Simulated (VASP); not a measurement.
Here is a VASP 6.6.1 calculation.

INCAR

```
  PREC = Accurate
  ENCUT = 600
  EDIFF = 1E-6
  ISMEAR = 0
  SIGMA = 0.01
  LREAL = False
  LASPH = True
  NELM = 120
  ALGO = Normal
  ISIF = 2
  LWAVE = False
  LCHARG = False
  NBANDS = 11
  GGA_COMPAT = False
```

The input KPOINTS:

```
Automatic mesh
0
Gamma
  12 12 12
```

File POSCAR:

```
C
1.0
    0.0000000000      1.7447528145      1.7447528145
    1.7447528145      0.0000000000      1.7447528145
    1.7447528145      1.7447528145      0.0000000000
C
2
Direct
    0.5000000000      0.5000000000      0.5000000000
    0.7500000000      0.7500000000      0.7500000000
```

Potentials or basis: VASP PAW LDA potentials, release 64 (C).

Command:

```bash
$ cat potpaw_LDA.64/C/POTCAR > POTCAR
$ mpirun -np 1 vasp_std > vasp.out
```

Question: What does it give for the pressure?

Answer: 19.0 GPa.

Question: Estimate the band gap on the k mesh.

Answer: 4.29 eV (least direct gap 5.73 eV).

Caveat: the cell stands under pressure. A k mesh can miss the band edges.
